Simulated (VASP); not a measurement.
# B (P-3m1) in VASP: notebook

Runs on B. Level: PBE. Tasks: single point, relaxation of cell and atoms.

Program: VASP 6.6.1. These are calculated values, not measurements. Logs are shortened: lines on timing, memory, paths and dates and some standing lists are left out, and cuts for length are marked.

## 1. The cell of the first run

Symmetry: P-3m1, No. 164, trigonal system. Conventional cell: a = 2.337 Å, b = 2.337 Å, c = 9.581 Å, α = 90.00°, β = 90.00°, γ = 120.00°. B (site symmetry 3m) has 12 B at 1.92 to 2.34 Å within 2.5 Å. B (site symmetry 3m) has 12 B at 1.94 to 2.34 Å within 2.6 Å. B (site symmetry 3m) has 12 B at 1.89 to 2.34 Å within 2.5 Å. Within 2.5 Å of B (site symmetry -3m) lie 12 B at 1.89 to 2.34 Å.

## 2. Single point, PBE

Input file INCAR:

```
PREC     = Accurate       # precision mode
ENCUT    = 520            # plane-wave cutoff, eV
EDIFF    = 1E-6           # SCF threshold, eV
ISMEAR   = 0              # smearing method
SIGMA    = 0.1            # smearing width, eV
LREAL    = F              # projectors in reciprocal space
LASPH    = T              # aspherical terms in the spheres
NELM     = 100            # most SCF steps
ALGO     = Normal         # electronic algorithm
ISIF     = 2              # what is computed and relaxed
LWAVE    = F              # write WAVECAR
LCHARG   = T              # write CHGCAR
GGA      = PE             # functional
LELF     = T              # ELF
LVHAR    = T            
NBANDS   = 20             # bands
```

Input file KPOINTS:

```
Automatic mesh
0
Gamma
  12 12 2
```

Input file POSCAR:

```
B
1.0
    2.3373607091      0.0000000000      0.0000000000
   -1.1686803545      2.0242137519      0.0000000000
    0.0000000000      0.0000000000      9.5809874170
B
7
Direct
    0.3333333333      0.6666666667      0.7801570479
    0.6666666667      0.3333333333      0.9250676333
    0.3333333333      0.6666666667      0.0749323667
    0.6666666667      0.3333333333      0.2198429521
    0.3333333333      0.6666666667      0.3622645037
    0.0000000000      0.0000000000      0.5000000000
    0.6666666667      0.3333333333      0.6377354963
```

Potentials or basis: VASP PAW PBE potentials, release 64 (B).

On the command line:

```bash
> cat potpaw_PBE.64/B/POTCAR > POTCAR
> mpirun -np 1 vasp_std > vasp.out
```

OUTCAR:

```text
PREC = Accurate
   ENCUT = 520
   EDIFF = 1E-6
   ISMEAR = 0
   LREAL = F
   LASPH = T
   NELM = 100
   ISIF = 2
   GGA = PE

 ion  position               nearest neighbor table
   1  0.333  0.667  0.780-   7 1.92   7 1.92   7 1.92   2 1.94   2 1.94   2 1.94
   2  0.667  0.333  0.925-   1 1.94   1 1.94   1 1.94   3 1.97   3 1.97   3 1.97
   3  0.333  0.667  0.075-   4 1.94   4 1.94   4 1.94   2 1.97   2 1.97   2 1.97
   4  0.667  0.333  0.220-   5 1.92   5 1.92   5 1.92   3 1.94   3 1.94   3 1.94
   5  0.333  0.667  0.362-   6 1.89   6 1.89   6 1.89   4 1.92   4 1.92   4 1.92
   6  0.000  0.000  0.500-   5 1.89   7 1.89   5 1.89   7 1.89   7 1.89   5 1.89
   7  0.667  0.333  0.638-   6 1.89   6 1.89   6 1.89   1 1.92   1 1.92   1 1.92

  LATTYP: Found a hexagonal cell.
 ALAT       =     2.3373607091
 C/A-ratio  =     4.0990624082

  Lattice vectors:

 A1 = (   2.3373607091,   0.0000000000,   0.0000000000)
 A2 = (  -1.1686803545,   2.0242137519,   0.0000000000)
 A3 = (   0.0000000000,   0.0000000000,   9.5809874170)

Analysis of symmetry for initial positions (statically):
=====================================================================
 Subroutine PRICEL returns:
 Original cell was already a primitive cell.

 Routine SETGRP: Setting up the symmetry group for a
 hexagonal supercell.

 Subroutine GETGRP returns: Found 12 space group operations
 (whereof 12 operations were pure point group operations)
 out of a pool of 24 trial point group operations.

The static configuration has the point symmetry D_3d.

Analysis of symmetry for dynamics (positions and initial velocities):
=====================================================================
 Subroutine PRICEL returns:
 Original cell was already a primitive cell.

 Routine SETGRP: Setting up the symmetry group for a
 hexagonal supercell.

 Subroutine GETGRP returns: Found 12 space group operations
 (whereof 12 operations were pure point group operations)
 out of a pool of 24 trial point group operations.

The dynamic configuration has the point symmetry D_3d.

 Subroutine INISYM returns: Found 12 space group operations
 (whereof 12 operations are pure point group operations),
 and found     1 'primitive' translations

----------------------------------------------------------------------------------------

                                     Primitive cell

  volume of cell :      45.3307

[... 102 lines left out ...]
   IBRION =     -1    ionic relax: 0-MD 1-quasi-New 2-CG
   NFREE  =      0    steps in history (QN), initial steepest desc. (CG)
   ISIF   =      2    stress and relaxation
   ISYM   =      2    0-nonsym 1-usesym 2-fastsym
   POTIM  = 0.5000    time-step for ionic-motion
   TEBEG  =    0.0;   TEEND  =   0.0 temperature during run
   PSTRESS=    0.0 pullay stress
   NELECT =      21.0000    total number of electrons
   NUPDOWN=      -1.0000    fix difference up-down
   EMIN   =  10.00;   EMAX   =-10.00  energy-range for DOS
   EFERMI =   0.00;   METHOD = LEGACY
   ISMEAR =     0;   SIGMA  =   0.10  broadening in eV -4-tet -1-fermi 0-gaus
   EFERMI_NEDOS =   21; number of points for ismear=-14 and -15
   IALGO  =     38    algorithm
   IMIX   =      4    mixing-type and parameters
     AMIX     =   0.40;   BMIX     =  1.00
     AMIX_MAG =   1.60;   BMIX_MAG =  1.00
  volume/ion in A,a.u.               =       6.48        43.70
  Fermi-wavevector in a.u.,A,eV,Ry     =   1.266729  2.393771 21.831949  1.604603
  Thomas-Fermi vector in A             =   2.399915
   LORBIT       =      0    0 simple, 1 ext, 2 COOP (PROOUT), +10 PAW based schemes
   GGA     = PE    functional components
   LHFCALC =     F    Hartree Fock is set to
   AEXX    =    0.0000 exact exchange contribution
   IVDW    =     0    specifies the selected vdW correction
   LEPSILON=     F    determine dielectric tensor
   LRPA    =     F    only Hartree local field effects (RPA)
 non-spin polarized calculation
 Gauss-broadening in eV      SIGMA  =   0.10
  energy-cutoff  :      520.00
  volume of cell :       45.33
 maximum number of plane-waves:      1260
 NGX is ok and might be reduce to    18
   NGX =  9   NGY =  9   NGZ = 35

 number of electron      21.0000001 magnetization

 Free energy of the ion-electron system (eV)
  ---------------------------------------------------
  ext. energy  EPLUGINS =         0.00000000
  ---------------------------------------------------
  free energy    TOTEN  =       -37.58186902 eV

  energy without entropy =      -37.57491958  energy(sigma->0) =      -37.57839430

 E-fermi :   8.7830     XC(G=0): -12.5654

 val. band max:        8.7330957702   @ k =   0.5000  -0.0000   0.5000
 cond. band min:       8.7916072120   @ k =   0.4167   0.0833   0.5000
 fundamental gap:      0.0585114418
 Fermi energy:         8.7830213145

 k-point     1 :       0.0000    0.0000    0.0000
  band No.  band energies     occupation
      1      -8.7225      2.00000
      2      -7.4377      2.00000
      3      -7.3624      2.00000
      4      -3.5710      2.00000
      5      -3.5255      2.00000
      6       2.1955      2.00000
[... 541 lines left out ...]
     19      17.9772      0.00000
     20      18.7873      0.00000

 [... further k-points ...]

------------------------ aborting loop because EDIFF is reached ----------------------------------------

  FORCE on cell =-STRESS in cart. coord.  units (eV):
  Direction    XX          YY          ZZ          XY          YZ          ZX
  --------------------------------------------------------------------------------------
  -------------------------------------------------------------------------------------
  Total       -0.0214027     -0.0214027      0.0766492     -0.0000000      0.0000000      0.0000000
  in kB       -0.7564621     -0.7564621      2.7091062     -0.0000000      0.0000000      0.0000000
  external PRESSURE =       0.3987274 kB  Pullay stress =       0.0000000 kB

 VOLUME and BASIS-vectors are now :
 -----------------------------------------------------------------------------
  energy-cutoff  :      520.00
  volume of cell :       45.33
      direct lattice vectors                 reciprocal lattice vectors
     2.337360709  0.000000000  0.000000000     0.427832981  0.247009487  0.000000000
    -1.168680354  2.024213752  0.000000000     0.000000000  0.494018974  0.000000000
     0.000000000  0.000000000  9.580987417     0.000000000  0.000000000  0.104373376

 POSITION                                       TOTAL-FORCE (eV/Angst)
 -----------------------------------------------------------------------------------
     -0.00000      1.34948      7.47467        -0.000000      0.000000     -0.010734
      1.16868      0.67474      8.86306         0.000000      0.000000     -0.004151
     -0.00000      1.34948      0.71793        -0.000000      0.000000      0.004151
      1.16868      0.67474      2.10631         0.000000      0.000000      0.010734
     -0.00000      1.34948      3.47085         0.000000      0.000000      0.009701
      0.00000      0.00000      4.79049        -0.000000      0.000000      0.000000
      1.16868      0.67474      6.11014        -0.000000     -0.000000     -0.009701
 -----------------------------------------------------------------------------------
    total drift:                                0.000000     -0.000000     -0.000000

  FREE ENERGIE OF THE ION-ELECTRON SYSTEM (eV)
  ---------------------------------------------------
  free  energy   TOTEN  =       -37.5818690158 eV

  energy  without entropy=      -37.5749195786  energy(sigma->0) =      -37.57839430
```

OSZICAR:

```text
N       E                     dE             d eps       ncg     rms          rms(c)
DAV:   1     0.290268291582E+02    0.29027E+02   -0.93819E+03  1520   0.938E+02
DAV:   2    -0.352808668041E+02   -0.64308E+02   -0.60832E+02  1980   0.177E+02
DAV:   3    -0.377834094386E+02   -0.25025E+01   -0.24148E+01  2028   0.273E+01
DAV:   4    -0.378098955779E+02   -0.26486E-01   -0.26411E-01  1888   0.226E+00
DAV:   5    -0.378100525449E+02   -0.15697E-03   -0.15694E-03  1928   0.177E-01    0.484E+00
DAV:   6    -0.376966388677E+02    0.11341E+00   -0.14893E+00  1980   0.555E+00    0.299E+00
DAV:   7    -0.376115038256E+02    0.85135E-01   -0.63493E-01  2020   0.385E+00    0.212E+00
DAV:   8    -0.375817356104E+02    0.29768E-01   -0.86223E-02  1948   0.160E+00    0.125E-01
DAV:   9    -0.375819939270E+02   -0.25832E-03   -0.61179E-03  1928   0.480E-01    0.814E-02
DAV:  10    -0.375818776787E+02    0.11625E-03   -0.30756E-04  1840   0.955E-02    0.271E-02
DAV:  11    -0.375818709448E+02    0.67339E-05   -0.17083E-05  1912   0.265E-02    0.105E-02
DAV:  12    -0.375818692299E+02    0.17149E-05   -0.36192E-06  1724   0.121E-02    0.225E-03
DAV:  13    -0.375818690158E+02    0.21409E-06   -0.27822E-07  1060   0.330E-03
   1 F= -.37581869E+02 E0= -.37578394E+02  d E =-.694944E-02
```

stdout:

```text
POSCAR found type information on POSCAR B
 POSCAR found :  1 types and       7 ions
 scaLAPACK will be used
 LDA part: xc-table for (Slater+PW92), standard interpolation
 POSCAR, INCAR and KPOINTS ok, starting setup
 FFT: planning ... GRIDC
 FFT: planning ... GRID_SOFT
 FFT: planning ... GRID
 WAVECAR not read
 entering main loop
```

It took 44 s on 1 thread of Intel Xeon 6975P-C, shared host; peak memory 0.16 GiB.

Results:

```yaml
Free_energy: -37.5819 eV
Pressure: 0.0 GPa
Largest_force: 0.011 eV/Å
```

Forces on the atoms (eV/Å):
```
B    0.000  0.000 -0.011
B    0.000  0.000 -0.004
B    0.000  0.000  0.004
B    0.000  0.000  0.011
B    0.000  0.000  0.010
B    0.000  0.000  0.000
B    0.000  0.000 -0.010
```

Stress tensor (GPa, compression positive):
```
-0.08  0.00  0.00
 0.00 -0.08  0.00
 0.00  0.00  0.27
```

(Continued in part 2 of 2.)
